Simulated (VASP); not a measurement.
ZnAu:

```xyz
8
Lattice="4.9353 0.0000 0.0000 0.0000 4.9353 0.0000 0.0000 0.0000 4.9353" Properties=species:S:1:pos:R:3 pbc="T T T"
Zn    0.6613    0.6613    0.6613
Zn    1.8063    4.2740    3.1290
Zn    3.1290    1.8063    4.2740
Zn    4.2740    3.1290    1.8063
Au    4.1679    4.1679    4.1679
Au    3.2351    0.7674    1.7002
Au    1.7002    3.2351    0.7674
Au    0.7674    1.7002    3.2351
```

| Quantity | Value |
| --- | --- |
| Program | VASP 6.6.1 |
| Task | relaxation of cell and atoms |
| Functional | PBE |
| Potentials or basis | VASP PAW PBE potentials, release 64 (Zn, Au) |
| Cutoff | 600 eV |
| k mesh | 4 × 4 × 4 |
| Occupations | gaussian, width 0.1 eV |
| Spin | no spin polarisation |

At the start: pressure 15.5 GPa; volume 15.03 Å³/atom.

Task: How do energy, volume and symmetry change on relaxing?

Result: Over 11 steps the energy falls by 111.9 meV/atom and the volume is 16.42 Å³/atom (+9.3 %); space group P2_13 (No. 198, to 0.1 Å) before and after.

Step by step:
| step | energy change (eV) | largest force (eV/Å) | pressure (GPa) | volume (Å³) |
| --- | --- | --- | --- | --- |
| 1 | 0.0000 | 1.3839 | 15.53 | 120.21 |
| 2 | -0.2929 | 0.2771 | -8.92 | 147.36 |
| 3 | -0.6912 | 0.6359 | -1.20 | 134.23 |
| 4 | -0.6914 | 0.6466 | -0.96 | 133.94 |
| 5 | -0.7673 | 0.5237 | -0.59 | 132.99 |
| 6 | -0.8809 | 0.1227 | 1.28 | 130.16 |
| 7 | -0.8813 | 0.1191 | 1.46 | 129.94 |
| 8 | -0.8813 | 0.0689 | -1.59 | 133.49 |
| 9 | -0.8915 | 0.0886 | -0.12 | 131.68 |
| 10 | -0.8935 | 0.0635 | -0.05 | 131.58 |
| 11 | -0.8952 | 0.0287 | 0.12 | 131.38 |

Final structure:
```
Zn Au
1.0
     5.08360    0.00000    0.00000
     0.00000    5.08360    0.00000
     0.00000    0.00000    5.08360
Zn Au
4 4
Direct
  0.15434 0.15434 0.15434
  0.34566 0.84566 0.65434
  0.65434 0.34566 0.84566
  0.84566 0.65434 0.34566
  0.84853 0.84853 0.84853
  0.65147 0.15147 0.34853
  0.34853 0.65147 0.15147
  0.15147 0.34853 0.65147
```
